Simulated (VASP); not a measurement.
Crystal: AlNi3.

```xyz
4
Lattice="3.5231 0.0000 0.0000 0.0000 3.5231 0.0000 0.0000 0.0000 3.5231" Properties=species:S:1:pos:R:3 pbc="T T T"
Ni    1.7615    1.7615    0.0000
Ni    1.7615    0.0000    1.7615
Ni    0.0000    1.7615    1.7615
Al    0.0000    0.0000    0.0000
```

```yaml
Program: VASP 6.6.1
Task: relaxation of cell and atoms
Functional: RPBE
Dispersion: D3(BJ)
Potentials_or_basis: VASP PAW PBE potentials, release 64 (Ni, Al)
Cutoff: 600 eV
k_mesh: 6 × 6 × 6
Occupations: fermi-dirac, width 0.05 eV
Spin: collinear spin, ferromagnetic start
Starting_moments: "[1.0, 1.0, 1.0, 0.0] μB"
```

At the start: pressure -21.5 GPa; volume 10.93 Å³/atom.

How do energy, volume and symmetry change on relaxing?

Over 4 steps the energy falls by 80.3 meV/atom and the volume is 9.85 Å³/atom (-9.9 %); space group Pm-3m (No. 221, to 0.1 Å) before and after; moment 0.63 μB per cell.

The path:
```
step  energy change (eV)  largest force (eV/Å)  pressure (GPa)  volume (Å³)
   1              0.0000                0.0000          -21.49        43.73
   2              0.1494                0.0000           38.79        35.09
   3             -0.3210                0.0000           -0.44        39.49
   4             -0.3212                0.0000           -0.03        39.41
```

Final structure:
```
CELL_PARAMETERS angstrom
3.40306 0.00000 0.00000
0.00000 3.40306 0.00000
0.00000 0.00000 3.40306
ATOMIC_POSITIONS crystal
Ni 0.50000 0.50000 0.00000
Ni 0.50000 0.00000 0.50000
Ni 0.00000 0.50000 0.50000
Al 0.00000 0.00000 0.00000
```

Caveat: the dispersion term is far too large for a dense solid, which distorts pressure and volume; the PAW data sets were made with another functional, which shifts forces and pressure a little.
